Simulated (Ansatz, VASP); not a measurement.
**One calculation of Ge2Se3, two programs**

```
Ge Se
1.0
     4.35553    0.00000    0.00000
    -2.17776    3.77200    0.00000
     0.00000    0.00000    6.77649
Ge Se
2 3
Direct
  0.33333 0.66667 0.24500
  0.66667 0.33333 0.75500
  0.00000 0.00000 0.00000
  0.33333 0.66667 0.64500
  0.66667 0.33333 0.35500
```

Alike in both runs: task single point; functional PBE; k mesh 6 × 6 × 4; occupations gaussian, width 0.1 eV; no spin polarisation.

|  | VASP | Ansatz |
| --- | --- | --- |
| version | VASP 6.6.1 | Ansatz 0.2.0 |
| potentials or method | VASP PAW PBE potentials, release 64 (Ge_d, Se), cutoff 500 eV | scalar-relativistic, plane waves, PAW |
| valence electrons in the cell | 46 | 76 |

Ansatz gave:

```
gap on the k mesh at the Fermi level (eV)                     : none
pressure (GPa)                                                : 3.7
traceless stress, the component that is largest in VASP (GPa) : 1.58
rms of the force components (eV/Å)                            : 0.297
```

Task: What did VASP give for the same quantities?

Result: gap on the k mesh at the Fermi level (eV): none; pressure (GPa): 3.7; traceless stress, the component that is largest in VASP (GPa): 1.57; rms of the force components (eV/Å): 0.300.

Atom by atom the forces differ by 0.003 eV/Å (rms over components). A gap of «none» marks a metal or a gap that the smearing closes. VASP's potentials hold 46 valence electrons a cell and Ansatz's 76, so a difference there can come from the potentials and not from the codes.
